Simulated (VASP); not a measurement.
Set up this calculation in VASP 6.6.1, as the native input.

- Task: single point
- Functional: LDA
- Potentials or basis: VASP PAW LDA potentials, release 64 (W_sv)
- Cutoff: 520 eV
- k mesh: 18 × 18 × 18
- Occupations: fermi-dirac, width 0.05 eV
- Spin: no spin polarisation
- Dipole correction: no
- Further INCAR settings: ALGO = Normal; EDIFF = 1e-06; NBANDS = 13

The structure of W lies in POSCAR:

```
W
1.0
   -1.5679129444      1.5679129444      1.5679129444
    1.5679129444     -1.5679129444      1.5679129444
    1.5679129444      1.5679129444     -1.5679129444
W
1
Direct
    0.0000000000      0.0000000000      0.0000000000
```

One way to write it, as run:

INCAR

```
PREC     = Accurate       # precision mode
ENCUT    = 520            # plane-wave cutoff, eV
EDIFF    = 1E-6           # SCF threshold, eV
ISMEAR   = -1             # smearing method
SIGMA    = 0.05           # smearing width, eV
LREAL    = False          # projectors in reciprocal space
LASPH    = True           # aspherical terms in the spheres
NELM     = 100            # most SCF steps
ALGO     = Normal         # electronic algorithm
ISIF     = 2              # what is computed and relaxed
LWAVE    = False          # write WAVECAR
LCHARG   = False          # write CHGCAR
NBANDS   = 13             # bands
```

KPOINTS

```
regular mesh
0
Gamma
  18 18 18
```

Potentials or basis: VASP PAW LDA potentials, release 64 (W_sv).

The run is started by

```sh
$ cat potpaw_LDA.64/W_sv/POTCAR > POTCAR
$ mpirun -np 1 vasp_std > vasp.out
```

It gave:

```json
{"Pressure": "2.0 GPa", "Band gap on the k mesh": "zero (band 7 reaches 17.08 eV, above the bottom of band 8 at 10.42 eV)"}
```

Caveat: spin-orbit coupling is left out, which moves the levels of the heavy elements.

It took 9.9 s on 1 thread of Intel(R) Xeon(R) 6975P-C (Granite Rapids), on a shared host, peak memory 0.14 GiB.
